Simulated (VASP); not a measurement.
# KTaO3 (Pm-3m) in VASP: further runs

KTaO3 is run at these levels: PBE, LDA; tasks: single point, relaxation of cell and atoms.

All numbers are computed with VASP 6.6.1; they aren't measurements. Logs are shortened: lines on timing, memory, paths and dates and some standing lists are left out, and cuts for length are marked.

**1. The cell of the first run**

It takes space group Pm-3m (No. 221, cubic). Conventional cell: a = 3.990 Å, b = 3.990 Å, c = 3.990 Å, α = 90.00°, β = 90.00°, γ = 90.00°. Within 3.7 Å of K (site symmetry m-3m) lie 12 O at 2.82 Å and 8 Ta at 3.46 Å. Within 2.6 Å of Ta (site symmetry m-3m) lie 6 O at 2.00 Å. Within 2.6 Å of O (site symmetry 4/mmm) lie 2 Ta at 2.00 Å.

**2. Single point, PBE, non-collinear spin, zero start, spin-orbit coupling**

INCAR

```
SYSTEM = KTaO3
PREC = Accurate
ENCUT = 700
EDIFF = 1E-6
ISMEAR = 0
SIGMA = 0.01
LREAL = .FALSE.
LASPH = .TRUE.
NELM = 200
ALGO = Normal
ISIF = 2
LWAVE = .FALSE.
LCHARG = .FALSE.
LNONCOLLINEAR = .TRUE.
MAGMOM = 0 0 0 0 0 0 0 0 0 0 0 0 0 0 0
LORBIT = 11
LSORBIT = .TRUE.
GGA_COMPAT = .FALSE.
LORBMOM = .TRUE.
LMAXMIX = 4
GGA = PE
NBANDS = 55
```

KPOINTS

```
Automatic mesh
0
G
  6 6 6
  0 0 0
```

POSCAR

```
KTaO3
1.0
    3.9901309440      0.0000000000      0.0000000000
    0.0000000000      3.9901309440      0.0000000000
    0.0000000000      0.0000000000      3.9901309440
K Ta O
1 1 3
Direct
    0.5000000000      0.5000000000      0.5000000000
    0.0000000000      0.0000000000      0.0000000000
    0.5000000000      0.0000000000      0.0000000000
    0.0000000000      0.5000000000      0.0000000000
    0.0000000000      0.0000000000      0.5000000000
```

Potentials or basis: VASP PAW PBE potentials, release 64 (K_sv, Ta_sv_GW, O).

On the command line:

```sh
$ cat potpaw_PBE.64/K_sv/POTCAR potpaw_PBE.64/Ta_sv_GW/POTCAR potpaw_PBE.64/O/POTCAR > POTCAR
$ mpirun -np 1 vasp_ncl > vasp.out
```

OUTCAR:

```text
SYSTEM = KTaO3
   PREC = Accurate
   ENCUT = 700
   EDIFF = 1E-6
   ISMEAR = 0
   LREAL = .FALSE.
   LASPH = .TRUE.
   NELM = 200
   ISIF = 2
   LNONCOLLINEAR = .TRUE.
   LORBIT = 11
   LSORBIT = .TRUE.
   GGA = PE

 ion  position               nearest neighbor table
   1  0.500  0.500  0.500-   3 2.82   4 2.82   5 2.82   3 2.82   4 2.82   3 2.82   5 2.82   3 2.82
                             4 2.82   5 2.82   4 2.82   5 2.82   2 3.46   2 3.46   2 3.46   2 3.46
   2  0.000  0.000  0.000-   3 2.00   4 2.00   5 2.00   5 2.00   4 2.00   3 2.00   1 3.46   1 3.46
                             1 3.46   1 3.46   1 3.46   1 3.46   1 3.46   1 3.46
   3  0.500  0.000  0.000-   2 2.00   2 2.00   1 2.82   1 2.82   1 2.82   1 2.82
   4  0.000  0.500  0.000-   2 2.00   2 2.00   1 2.82   1 2.82   1 2.82   1 2.82
   5  0.000  0.000  0.500-   2 2.00   2 2.00   1 2.82   1 2.82   1 2.82   1 2.82

  LATTYP: Found a simple cubic cell.
 ALAT       =     3.9901309440

  Lattice vectors:

 A1 = (   3.9901309440,   0.0000000000,   0.0000000000)
 A2 = (   0.0000000000,   3.9901309440,   0.0000000000)
 A3 = (   0.0000000000,   0.0000000000,   3.9901309440)

Analysis of symmetry for initial positions (statically):
=====================================================================
 Subroutine PRICEL returns:
 Original cell was already a primitive cell.

 Routine SETGRP: Setting up the symmetry group for a
 simple cubic supercell.

 Subroutine GETGRP returns: Found 48 space group operations
 (whereof 48 operations were pure point group operations)
 out of a pool of 48 trial point group operations.

The static configuration has the point symmetry O_h .

Analysis of symmetry for dynamics (positions and initial velocities):
=====================================================================
 Subroutine PRICEL returns:
 Original cell was already a primitive cell.

 Routine SETGRP: Setting up the symmetry group for a
 simple cubic supercell.

 Subroutine GETGRP returns: Found 48 space group operations
 (whereof 48 operations were pure point group operations)
 out of a pool of 48 trial point group operations.

The dynamic configuration has the point symmetry O_h .

Analysis of structural, dynamic, and magnetic symmetry:
=====================================================================
 Subroutine PRICEL returns:
 Original cell was already a primitive cell.

 Routine SETGRP: Setting up the symmetry group for a
 simple cubic supercell.

 Subroutine GETGRP returns: Found 48 space group operations
 (whereof 48 operations were pure point group operations)
 out of a pool of 48 trial point group operations.

The overall configuration has the point symmetry O_h .

 Subroutine INISYM returns: Found 48 space group operations
 (whereof 48 operations are pure point group operations),
 and found     1 'primitive' translations

----------------------------------------------------------------------------------------

                                     Primitive cell

  volume of cell :      63.5275

  direct lattice vectors                    reciprocal lattice vectors
     3.990130944  0.000000000  0.000000000     0.250618342  0.000000000  0.000000000
     0.000000000  3.990130944  0.000000000     0.000000000  0.250618342  0.000000000
     0.000000000  0.000000000  3.990130944     0.000000000  0.000000000  0.250618342

  length of vectors
     3.990130944  3.990130944  3.990130944     0.250618342  0.250618342  0.250618342

  position of ions in fractional coordinates (direct lattice)
     0.500000000  0.500000000  0.500000000
     0.000000000  0.000000000  0.000000000
     0.500000000  0.000000000  0.000000000
     0.000000000  0.500000000  0.000000000
     0.000000000  0.000000000  0.500000000

  ion indices of the primitive-cell ions
   primitive index   ion index
                 1           1
                 2           2
                 3           3
                 4           4
                 5           5

----------------------------------------------------------------------------------------

 KPOINTS: Automatic mesh

Automatic generation of k-mesh.
 Grid dimensions read from file:
 generate k-points for:    6    6    6

 Generating k-lattice:

  Cartesian coordinates                     Fractional coordinates (reciprocal lattice)
[... 82 lines left out ...]
   AEXX    =    0.0000 exact exchange contribution
   IVDW    =     0    specifies the selected vdW correction
   LEPSILON=     F    determine dielectric tensor
   LRPA    =     F    only Hartree local field effects (RPA)
 Gauss-broadening in eV      SIGMA  =   0.01
  energy-cutoff  :      700.00
  volume of cell :       63.53
 maximum number of plane-waves:      5442
 NGX is ok and might be reduce to    36
   NGX = 17   NGY = 17   NGZ = 17

 number of electron      40.0000000 magnetization       0.0000000      0.0000000      0.0000000

 number of electron      40.0000005 magnetization      -0.0000000     -0.0000000     -0.0000000

 number of electron      40.0000005 magnetization      -0.0000000      0.0000000      0.0000000

 number of electron      40.0000005 magnetization       0.0000000     -0.0000000     -0.0000000

 Free energy of the ion-electron system (eV)
  ---------------------------------------------------
  ext. energy  EPLUGINS =         0.00000000
  ---------------------------------------------------
  free energy    TOTEN  =       -44.96427074 eV

  energy without entropy =      -44.96427074  energy(sigma->0) =      -44.96427074

 E-fermi :   3.3621     XC(G=0): -10.9799

 val. band max:        3.2018587630   @ k =   0.5000   0.5000   0.5000
 cond. band min:       5.2484501679   @ k =   0.0000   0.0000   0.0000
 fundamental gap:      2.0465914049
 Fermi energy:         3.3620864367

 k-point     1 :       0.0000    0.0000    0.0000
  band No.  band energies     occupation
      1     -64.4009      1.00000
      2     -64.4009      1.00000
      3     -36.3652      1.00000
      4     -36.3652      1.00000
      5     -28.4296      1.00000
      6     -28.4296      1.00000
[... 1089 lines left out ...]
     51      12.1701      0.00000
     52      12.1701      0.00000
 [bands above 52 left out]

------------------------ aborting loop because EDIFF is reached ----------------------------------------

  FORCE on cell =-STRESS in cart. coord.  units (eV):
  Direction    XX          YY          ZZ          XY          YZ          ZX
  --------------------------------------------------------------------------------------
  -------------------------------------------------------------------------------------
  Total        2.1034942      2.1034942      2.1034942     -0.0000000     -0.0000000      0.0000000
  in kB       53.0506185     53.0506185     53.0506185     -0.0000000     -0.0000000      0.0000000
  external PRESSURE =      53.0506185 kB  Pullay stress =       0.0000000 kB

 VOLUME and BASIS-vectors are now :
 -----------------------------------------------------------------------------
  energy-cutoff  :      700.00
  volume of cell :       63.53
      direct lattice vectors                 reciprocal lattice vectors
     3.990130944  0.000000000  0.000000000     0.250618342  0.000000000  0.000000000
     0.000000000  3.990130944  0.000000000     0.000000000  0.250618342  0.000000000
     0.000000000  0.000000000  3.990130944     0.000000000  0.000000000  0.250618342

 POSITION                                       TOTAL-FORCE (eV/Angst)
 -----------------------------------------------------------------------------------
      1.99507      1.99507      1.99507         0.000000      0.000000      0.000000
      0.00000      0.00000      0.00000         0.000000      0.000000      0.000000
      1.99507      0.00000      0.00000         0.000000      0.000000      0.000000
      0.00000      1.99507      0.00000         0.000000      0.000000      0.000000
      0.00000      0.00000      1.99507         0.000000      0.000000      0.000000
 -----------------------------------------------------------------------------------
    total drift:                                0.000000     -0.000000     -0.000000

  FREE ENERGIE OF THE ION-ELECTRON SYSTEM (eV)
  ---------------------------------------------------
  free  energy   TOTEN  =       -44.9642707363 eV

  energy  without entropy=      -44.9642707363  energy(sigma->0) =      -44.96427074

 orbital moment (x)

 # of ion     p       d       f       tot
 ------------------------------------------------
  1         0.000  -0.000   0.000  -0.000
  2         0.000  -0.000   0.000  -0.000
  3         0.000   0.000   0.000   0.000
  4         0.000   0.000   0.000   0.000
  5        -0.000   0.000   0.000  -0.000
 ------------------------------------------------
           -0.000  -0.000   0.000  -0.000

 orbital moment (y)

 # of ion     p       d       f       tot
 ------------------------------------------------
  1         0.000   0.000   0.000   0.000
  2         0.000  -0.000  -0.000  -0.000
  3         0.000   0.000   0.000   0.000
  4         0.000   0.000   0.000   0.000
  5         0.000   0.000   0.000   0.000
 ------------------------------------------------
            0.000  -0.000  -0.000  -0.000

 orbital moment (z)

 # of ion     p       d       f       tot
 ------------------------------------------------
  1         0.000  -0.000   0.000  -0.000
  2         0.000  -0.000   0.000  -0.000
  3        -0.000   0.000   0.000  -0.000
  4         0.000   0.000   0.000   0.000
  5         0.000   0.000   0.000   0.000
 ------------------------------------------------
           -0.000  -0.000   0.000  -0.000

 Spin-Orbit-Coupling matrix elements

 Ion:    1  E_soc:     -0.0079795
 l=   1
     0.0000000    -0.0013296    -0.0013296
    -0.0013296     0.0000000    -0.0013296
    -0.0013296    -0.0013296     0.0000000
 l=   2
     0.0000000    -0.0000000     0.0000000    -0.0000000    -0.0000003
    -0.0000000     0.0000000    -0.0000002    -0.0000000    -0.0000001
     0.0000000    -0.0000002     0.0000000    -0.0000002     0.0000000
    -0.0000000    -0.0000000    -0.0000002     0.0000000    -0.0000001
    -0.0000003    -0.0000001     0.0000000    -0.0000001     0.0000000
 l=   3
     0.0000000     0.0000000     0.0000000     0.0000000     0.0000000     0.0000000     0.0000000
     0.0000000     0.0000000     0.0000000     0.0000000     0.0000000     0.0000000     0.0000000
     0.0000000     0.0000000     0.0000000     0.0000000     0.0000000     0.0000000     0.0000000
     0.0000000     0.0000000     0.0000000     0.0000000     0.0000000     0.0000000     0.0000000
[... 69 lines left out ...]
 l=   2
     0.0000000     0.0000000     0.0000000     0.0000000     0.0000000
     0.0000000     0.0000000     0.0000000     0.0000000     0.0000000
     0.0000000     0.0000000     0.0000000     0.0000000     0.0000000
     0.0000000     0.0000000     0.0000000     0.0000000     0.0000000
     0.0000000     0.0000000     0.0000000     0.0000000     0.0000000
 l=   3
     0.0000000     0.0000000     0.0000000     0.0000000     0.0000000     0.0000000     0.0000000
     0.0000000     0.0000000     0.0000000     0.0000000     0.0000000     0.0000000     0.0000000
     0.0000000     0.0000000     0.0000000     0.0000000     0.0000000     0.0000000     0.0000000
     0.0000000     0.0000000     0.0000000     0.0000000     0.0000000     0.0000000     0.0000000
     0.0000000     0.0000000     0.0000000     0.0000000     0.0000000     0.0000000     0.0000000
     0.0000000     0.0000000     0.0000000     0.0000000     0.0000000     0.0000000     0.0000000
     0.0000000     0.0000000     0.0000000     0.0000000     0.0000000     0.0000000     0.0000000

 total charge

# of ion       s       p       d       f       tot
--------------------------------------------------
    1        1.962   5.609   0.048   0.000   7.619
    2        3.176   6.111   1.983   0.241  11.511
    3        1.559   3.525   0.000   0.000   5.084
    4        1.559   3.525   0.000   0.000   5.084
    5        1.559   3.525   0.000   0.000   5.084
--------------------------------------------------
tot          9.814  22.294   2.031   0.241  34.381

 magnetization (x)

# of ion       s       p       d       f       tot
--------------------------------------------------
    1        0.000   0.000   0.000   0.000   0.000
    2        0.000   0.000  -0.000  -0.000  -0.000
    3        0.000   0.000   0.000   0.000   0.000
    4        0.000  -0.000   0.000   0.000  -0.000
    5        0.000  -0.000   0.000   0.000  -0.000
--------------------------------------------------
tot          0.000  -0.000  -0.000  -0.000  -0.000

 magnetization (y)

# of ion       s       p       d       f       tot
--------------------------------------------------
    1        0.000   0.000   0.000   0.000   0.000
    2        0.000   0.000   0.000   0.000   0.000
    3        0.000   0.000   0.000   0.000   0.000
    4        0.000  -0.000   0.000   0.000  -0.000
    5        0.000   0.000   0.000   0.000   0.000
--------------------------------------------------
tot          0.000   0.000   0.000   0.000   0.000

 magnetization (z)

# of ion       s       p       d       f       tot
--------------------------------------------------
    1       -0.000   0.000  -0.000   0.000  -0.000
    2        0.000   0.000   0.000   0.000   0.000
    3       -0.000  -0.000   0.000   0.000  -0.000
    4        0.000  -0.000   0.000   0.000  -0.000
    5        0.000   0.000   0.000   0.000   0.000
--------------------------------------------------
tot          0.000  -0.000   0.000   0.000   0.000
```

Wall time 5 min (1 thread of Intel Xeon Platinum 8375C at 2.90GHz (Ice Lake), shared host); peak memory 0.49 GiB.

Results:

* Free energy: -44.9643 eV
* Pressure: 5.3 GPa
* Net moment: 0.00 μB per cell
* Valence electrons inside the program's atomic spheres: K 7.62; Ta 11.51; O 5.08

Moments on the atoms (μB; x, y, z):
```
K   0.00 0.00 0.00
Ta  0.00 0.00 0.00
O   0.00 0.00 0.00
O   0.00 0.00 0.00
O   0.00 0.00 0.00
```

Caveat: the cell stands under pressure.

**3. Relaxation of cell and atoms, LDA**

This run uses another cell than the first one, of 13.04 Å³/atom.

INCAR

```
SYSTEM = KTaO3
PREC = Accurate ; ENCUT = 700
EDIFF = 1E-7 ; ISMEAR = -1
SIGMA = 0.02 ; LREAL = .FALSE.
LASPH = .TRUE. ; NELM = 120
ALGO = Normal ; ISIF = 3
LWAVE = .FALSE. ; LCHARG = .FALSE.
GGA = CA ; IBRION = 2
NSW = 80 ; EDIFFG = -0.005
GGA_COMPAT = .FALSE. ; NELMIN = 4
```

KPOINTS is that of step 2.

Edit POSCAR of step 2 so:

```diff
@@ -2,5 +2,5 @@
 1.0
-    3.9901309440      0.0000000000      0.0000000000
-    0.0000000000      3.9901309440      0.0000000000
-    0.0000000000      0.0000000000      3.9901309440
+    4.0243816796      0.0000000000      0.0000000000
+    0.0000000000      4.0243816796      0.0000000000
+    0.0000000000      0.0000000000      4.0243816796
 K Ta O
```

Potentials or basis: VASP PAW LDA potentials, release 64 (K_sv, Ta_sv_GW, O).

On the command line:

```sh
$ cat potpaw_LDA.64/K_sv/POTCAR potpaw_LDA.64/Ta_sv_GW/POTCAR potpaw_LDA.64/O/POTCAR > POTCAR
$ mpirun -np 1 vasp_std > vasp.out
```

Wall time 3.2 min (1 thread of Intel Xeon Platinum 8259CL at 2.50GHz (Skylake/Cascade Lake), shared host); peak memory 0.22 GiB.

It converged, with:

* Free energy: -47.6368 eV
* Relaxed volume: 12.39 Å³/atom
* Relaxed cell: a = 3.957 Å, b = 3.957 Å, c = 3.957 Å, α = 90.00°, β = 90.00°, γ = 90.00°
* Space group after relaxing (to 0.1 Å): Pm-3m (No. 221)
* Energy gained by relaxing: 21.0 meV/atom
* Ionic steps: 4
* Pressure after relaxing: 0.0 GPa
* Band gap on the k mesh: 2.10 eV (least direct gap 2.71 eV)

Step by step:
| step | energy change (eV) | largest force (eV/Å) | pressure (GPa) | volume (Å³) |
| --- | --- | --- | --- | --- |
| 1 | 0.0000 | 0.0000 | -9.98 | 65.18 |
| 2 | 0.1113 | 0.0000 | 17.83 | 57.82 |
| 3 | -0.1050 | 0.0000 | -0.18 | 62.01 |
| 4 | -0.1050 | 0.0000 | 0.03 | 61.95 |

Final structure:
```cif
data_structure
_symmetry_space_group_name_H-M 'P 1'
_symmetry_Int_Tables_number 1
_cell_length_a 3.9568
_cell_length_b 3.9568
_cell_length_c 3.9568
_cell_angle_alpha 90.000
_cell_angle_beta 90.000
_cell_angle_gamma 90.000
_cell_volume 61.95
loop_
_atom_site_label
_atom_site_type_symbol
_atom_site_fract_x
_atom_site_fract_y
_atom_site_fract_z
_atom_site_occupancy
K1 K 0.50000 0.50000 0.50000 1
Ta1 Ta 0.00000 0.00000 0.00000 1
O1 O 0.50000 0.00000 0.00000 1
O2 O 0.00000 0.50000 0.00000 1
O3 O 0.00000 0.00000 0.50000 1
```

Levels at points of the mesh, in eV from the valence-band top:
| k point | band 18 | band 19 | band 20 | band 21 | band 22 | band 23 |
| --- | --- | --- | --- | --- | --- | --- |
| (0.00, 0.00, 0.00) | -0.61 | -0.61 | -0.61 | 2.10 | 2.10 | 2.10 |
| (0.50, 0.00, 0.00) | -1.62 | -0.84 | -0.84 | 2.28 | 5.12 | 5.12 |
| (0.50, 0.50, 0.00) | -1.47 | -1.47 | -0.04 | 5.16 | 5.16 | 6.48 |
| (0.50, 0.50, 0.50) | 0.00 | 0.00 | 0.00 | 6.65 | 6.65 | 6.65 |

Caveat: spin-orbit coupling is left out, which moves the levels of the heavy elements. Zero-point motion and thermal expansion aren't in these numbers.
